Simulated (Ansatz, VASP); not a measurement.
# Two plane-wave programs on Si2Mo

```xyz
3
Lattice="-1.6000 1.6000 3.9305 1.6000 -1.6000 3.9305 1.6000 1.6000 -3.9305" Properties=species:S:1:pos:R:3 pbc="T T T"
Mo    0.0000    0.0000    0.0000
Si    0.0000    0.0000    5.2433
Si    0.0000    0.0000    2.6177
```

Alike in both runs: task single point; functional r2SCAN; k mesh 12 × 12 × 12; occupations fermi-dirac, width 0.05 eV; no spin polarisation.

|  | VASP | Ansatz |
| --- | --- | --- |
| version | VASP 6.6.1 | Ansatz 0.2.0 |
| potentials or method | VASP PAW PBE potentials, release 64 (Mo_sv, Si) | Ansatz PAW |
| plane-wave cutoff (eV) | 520 | 500 |
| valence electrons in the cell | 22 | 22 |

Ansatz gave:

| Item | Value |
| --- | --- |
| gap on the k mesh at the Fermi level (eV) | none |
| pressure (GPa) | -1.4 |
| traceless stress, the component that is largest in VASP (GPa) | -1.78 |
| rms of the force components (eV/Å) | 0.168 |

Task: Which values does VASP return?

Result: gap on the k mesh at the Fermi level (eV): none; pressure (GPa): -1.0; traceless stress, the component that is largest in VASP (GPa): -1.80; rms of the force components (eV/Å): 0.164.

VASP's potentials were made for PBE, not for r2SCAN. Atom by atom the forces differ by 0.004 eV/Å (rms over components). A gap of «none» marks a metal or a gap that the smearing closes.
